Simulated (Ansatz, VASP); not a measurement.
# One calculation of Na, two programs

Contents of INCAR:

```
PREC = Accurate
ENCUT = 520
EDIFF = 1E-6
ISMEAR = -1
SIGMA = 0.05
LREAL = F
LASPH = T
NELM = 80
ALGO = Normal
ISIF = 2
LWAVE = F
LCHARG = T
GGA = CA
LELF = T
LVHAR = T
NBANDS = 22
```

KPOINTS

```
Automatic mesh
0
Gamma
  8 8 3
```

File POSCAR:

```
Na
1.0
    3.7490779570      0.0000000000      0.0000000000
   -1.8745389785      3.2467967515      0.0000000000
    0.0000000000      0.0000000000     12.7023052170
Na
4
Direct
    0.6666666667      0.3333333333      0.7500000000
    0.0000000000      0.0000000000      0.5000000000
    0.3333333333      0.6666666667      0.2500000000
    0.0000000000      0.0000000000      0.0000000000
```

File input.yaml:

```yaml
crystal:
  lattice:
    - [3.749077957, 0.0, 0.0]
    - [-1.8745389785, 3.2467967515, 0.0]
    - [0.0, 0.0, 12.702305217]
  atoms:
    - { symbol: Na, position: [0.6666666667, 0.3333333333, 0.75] }
    - { symbol: Na, position: [0.0, 0.0, 0.5] }
    - { symbol: Na, position: [0.3333333333, 0.6666666667, 0.25] }
    - { symbol: Na, position: [0.0, 0.0, 0.0] }
hamiltonian:
  xc: lda
  pseudopotentials: { kind: paw }
kpoints:
  mp_grid: { grid: [8, 8, 3] }
scf:
  occupations: { method: fermi_dirac, width: 0.05 }
output:
  forces: true
  stress: true
  eigenvalues: true
```

Alike in both runs: task single point; functional LDA; k mesh 8 × 8 × 3; occupations fermi-dirac, width 0.05 eV; no spin polarisation.

|  | VASP | Ansatz |
| --- | --- | --- |
| version | VASP 6.6.1 | Ansatz 0.2.0 |
| potentials or method | VASP PAW LDA potentials, release 64 (Na_pv) | Ansatz PAW |
| plane-wave cutoff (eV) | 520 | 420 |
| valence electrons in the cell | 28 | 36 |

VASP gave:

- gap on the k mesh at the Fermi level (eV): none
- pressure (GPa): -1.0
- traceless stress, the component that is largest in VASP (GPa): -0.57

Q: Estimate Ansatz's values.

A: gap on the k mesh at the Fermi level (eV): none; pressure (GPa): -1.0; traceless stress, the component that is largest in VASP (GPa): -0.56.

LDA's correlation is that of Perdew and Zunger in VASP and of Perdew and Wang (1992) in Ansatz. A gap of «none» marks a metal or a gap that the smearing closes. VASP's potentials hold 28 valence electrons a cell and Ansatz's 36, so a difference there can come from the potentials and not from the codes.
